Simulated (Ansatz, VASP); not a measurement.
# Co: VASP beside Ansatz

```xyz
2
Lattice="2.4181 0.0000 0.0000 -1.2090 2.0941 0.0000 0.0000 0.0000 3.9168" Properties=species:S:1:pos:R:3 pbc="T T T"
Co    0.0000    1.3961    0.9792
Co    1.2090    0.6980    2.9376
```

Change from the starting cell: volume scaled by 0.913, to set the pressure.

Alike in both runs: task single point; functional PBE; k mesh 18 × 18 × 10; occupations fermi-dirac, width 0.1 eV; collinear spin.

|  | VASP | Ansatz |
| --- | --- | --- |
| version | VASP 6.6.1 | Ansatz 0.2.0 |
| potentials or method | VASP PAW PBE potentials, release 64 (Co) | PAW with Ansatz's default frozen-core files, scalar-relativistic |
| plane-wave cutoff (eV) | 520 | 420 |
| valence electrons in the cell | 18 | 34 |

```csv
,VASP,Ansatz,Ansatz less VASP
pressure (GPa),22.8,24.2,+1.34
"traceless stress, the component that is largest in VASP (GPa)",-0.56,-0.49,+0.067
net moment per atom (μB),1.53,1.53,+0.005
size of the moment on the site where the two differ most (μB),1.53,1.60,+0.067
```

Site moments also hang on the region over which each program counts them. With one functional, cell and mesh, what is left measures potentials, basis and numerics. VASP's potentials hold 18 valence electrons a cell and Ansatz's 34, so a difference there can come from the potentials and not from the codes.
